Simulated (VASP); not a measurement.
Al:

```xyz
1
Lattice="0.0000 2.0248 2.0248 2.0248 0.0000 2.0248 2.0248 2.0248 0.0000" Properties=species:S:1:pos:R:3 pbc="T T T"
Al    0.0000    0.0000    0.0000
```

Base run:

* Program: VASP 6.6.1
* Functional: PBEsol
* Potentials or basis: VASP PAW PBE potentials, release 64 (Al)
* Cutoff: 520 eV
* k mesh: 9 × 9 × 9
* Occupations: methfessel-paxton, width 0.1 eV
* Spin: no spin polarisation

Its results: pressure -1.6 GPa.

**Question.** The run is repeated on the same cell with these changes: k mesh from 9 × 9 × 9 to 3 × 3 × 3. What comes out?

**Answer.** Pressure -2.7 GPa.

Caveats: some runs use coarse meshes; the PAW data sets were made with another functional, which shifts forces and pressure a little.
